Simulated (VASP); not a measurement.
Wanted: the native input for a VASP 6.6.1 run.

| Property | Result |
| --- | --- |
| Task | single point |
| Functional | PBEsol |
| Potentials or basis | VASP PAW PBE potentials, release 64 (Pt) |
| Cutoff | 520 eV |
| k mesh | 22 × 22 × 22 |
| Occupations | gaussian, width 0.15 eV |
| Spin | collinear spin |
| Starting moments | [0.1] μB |
| Fixed moment | 0.1 μB |
| Dipole correction | no |
| Further INCAR settings | ALGO = Normal; EDIFF = 1e-07; NBANDS = 15 |

The structure of Pt lies in POSCAR:

```
Pt
1.0
    0.0000000000      1.8983364941      1.8983364941
    1.8983364941      0.0000000000      1.8983364941
    1.8983364941      1.8983364941      0.0000000000
Pt
1
Direct
    0.0000000000      0.0000000000      0.0000000000
```

These files were run (other wordings do the same):

INCAR

```
  ALGO = Normal
  EDIFF = 1E-7
  ENCUT = 520
  GGA = PS
  ISIF = 2
  ISMEAR = 0
  ISPIN = 2
  LASPH = T
  LCHARG = F
  LMAXMIX = 4
  LORBIT = 11
  LREAL = F
  LWAVE = F
  MAGMOM = 0.1
  NBANDS = 15
  NELM = 150
  NUPDOWN = 0.1
  PREC = Accurate
  SIGMA = 0.15
```

KPOINTS

```
k-points
0
Gamma
  22 22 22
```

Potentials or basis: VASP PAW PBE potentials, release 64 (Pt).

Command:

```console
$ cat potpaw_PBE.64/Pt/POTCAR > POTCAR
$ mpirun -np 1 vasp_std > vasp.out
```

Results of the run:

```yaml
Pressure: 34.7 GPa
Net_moment: 0.10 μB per cell
Site_moments: Pt +0.10 μB
Valence_electrons_inside_the_program's_atomic_spheres: Pt 9.58
```

Caveat: the cell stands under pressure; the PAW data sets were made with another functional, which shifts forces and pressure a little; the total moment is fixed, so each spin has its own Fermi level and the state may be an excited one.

It took 47 s on 1 thread of Intel(R) Xeon(R) 6975P-C (Granite Rapids) (shared host), peak memory 0.21 GiB.
